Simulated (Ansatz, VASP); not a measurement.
**Cu2Mo: VASP beside Ansatz**

INCAR

```
PREC = Accurate
ENCUT = 600
EDIFF = 1E-7
ISMEAR = 0
SIGMA = 0.1
LREAL = F
LASPH = T
NELM = 120
ALGO = Normal
ISIF = 3
LWAVE = F
LCHARG = F
GGA = PE
IBRION = 2
NSW = 100
EDIFFG = -0.01
GGA_COMPAT = F
NELMIN = 4
```

File KPOINTS:

```
regular mesh
0
Gamma
  10 10 10
```

The input POSCAR:

```
Cu2Mo
1.0
    0.0000000000      3.3913318424      3.3913318424
    3.3913318424      0.0000000000      3.3913318424
    3.3913318424      3.3913318424      0.0000000000
Cu Mo
4 2
Direct
    0.1250000000      0.1250000000      0.1250000000
    0.6250000000      0.1250000000      0.1250000000
    0.1250000000      0.1250000000      0.6250000000
    0.1250000000      0.6250000000      0.1250000000
    0.5000000000      0.5000000000      0.5000000000
    0.7500000000      0.7500000000      0.7500000000
```

Input for Ansatz:

```yaml
crystal:
  lattice:
    - [0.0, 3.3913318424, 3.3913318424]
    - [3.3913318424, 0.0, 3.3913318424]
    - [3.3913318424, 3.3913318424, 0.0]
  atoms:
    - { symbol: Cu, position: [0.125, 0.125, 0.125] }
    - { symbol: Cu, position: [0.625, 0.125, 0.125] }
    - { symbol: Cu, position: [0.125, 0.125, 0.625] }
    - { symbol: Cu, position: [0.125, 0.625, 0.125] }
    - { symbol: Mo, position: [0.5, 0.5, 0.5] }
    - { symbol: Mo, position: [0.75, 0.75, 0.75] }
basis:
  ecutwfc: 420
kpoints:
  mp_grid: { grid: [10, 10, 10] }
hamiltonian:
  xc: pbe
scf:
  occupations: { method: gaussian, width: 0.1 }
output:
  forces: true
  stress: true
  eigenvalues: true
relax:
  adjacent_minimum: "off"
  f_tol: 0.01
  max_steps: 80
  cell: { stress_tol: 0.05 }
```

Alike in both runs: task relaxation of cell and atoms; functional PBE; k mesh 10 × 10 × 10; occupations gaussian, width 0.1 eV; no spin polarisation.

|  | VASP | Ansatz |
| --- | --- | --- |
| version | VASP 6.6.1 | Ansatz 0.2.0 |
| potentials or method | VASP PAW PBE potentials, release 64 (Cu, Mo_sv), cutoff 600 eV | scalar-relativistic, plane waves, PAW |
| valence electrons in the cell | 72 | 104 |

Ansatz gave:

- gap on the k mesh at the Fermi level, each at its own relaxed structure (eV): none
- relaxed volume (Å³/atom): 12.98
- relaxed length of the cell vector where the two differ most in proportion (Å): 4.794

Estimate VASP's values.

gap on the k mesh at the Fermi level, each at its own relaxed structure (eV): none; relaxed volume (Å³/atom): 13.01; relaxed length of the cell vector where the two differ most in proportion (Å): 4.798.

A gap of «none» marks a metal or a gap that the smearing closes. VASP's potentials hold 72 valence electrons a cell and Ansatz's 104, so a difference there can come from the potentials and not from the codes.
